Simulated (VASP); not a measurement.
Here is a VASP 6.6.1 calculation.

Contents of INCAR:

```
SYSTEM = PbI2
ALGO     = Normal         ! electronic algorithm
EDIFF    = 1E-8           ! SCF threshold, eV
ENCUT    = 400            ! plane-wave cutoff, eV
GGA      = PS             ! functional
GGA_COMPAT= .FALSE.      
ISIF     = 2              ! what is computed and relaxed
ISMEAR   = -1             ! smearing method
LASPH    = .TRUE.         ! aspherical terms in the spheres
LCHARG   = .FALSE.        ! write CHGCAR
LEFG     = .TRUE.       
LREAL    = .FALSE.        ! projectors in reciprocal space
LWAVE    = .FALSE.        ! write WAVECAR
NBANDS   = 21             ! bands
NELM     = 120            ! most SCF steps
PREC     = Accurate       ! precision mode
SIGMA    = 0.02           ! smearing width, eV
```

The input KPOINTS:

```
k-points
0
G
  6 6 4
  0 0 0
```

Contents of POSCAR:

```
PbI2
1.0
    4.6126901201      0.0000000000      0.0000000000
   -2.3063450601      3.9947068238      0.0000000000
    0.0000000000      0.0000000000      7.2570292713
Pb I
1 2
Direct
    0.0000000000      0.0000000000      0.0000000000
    0.6666666667      0.3333333333      0.7409464800
    0.3333333333      0.6666666667      0.2590535200
```

Potentials or basis: VASP PAW PBE potentials, release 64 (Pb_d, I).

The run is started by

```sh
$ cat potpaw_PBE.64/Pb_d/POTCAR potpaw_PBE.64/I/POTCAR > POTCAR
$ mpirun -np 1 vasp_std > vasp.out
```

**Question.** What does it give for the band gap on the k mesh?

**Answer.** 2.24 eV, direct.

**Question.** Predict the largest force.

**Answer.** 0.176 eV/Å.

Electric field gradients, principal values (V/Å²):
| atom | least | middle | greatest (by size) |
| --- | --- | --- | --- |
| 1 Pb | -6.934 | -6.934 | 13.868 |
| 2 I | -4.400 | -4.401 | 8.801 |
| 3 I | -4.400 | -4.401 | 8.801 |

Caveat: without QUAD_EFG the Cq values of the log hold for a quadrupole moment of 1 mb, not for the nuclei; the PAW data sets were made with another functional, which shifts forces and pressure a little; spin-orbit coupling is left out, which moves the levels of the heavy elements. A k mesh can miss the band edges.
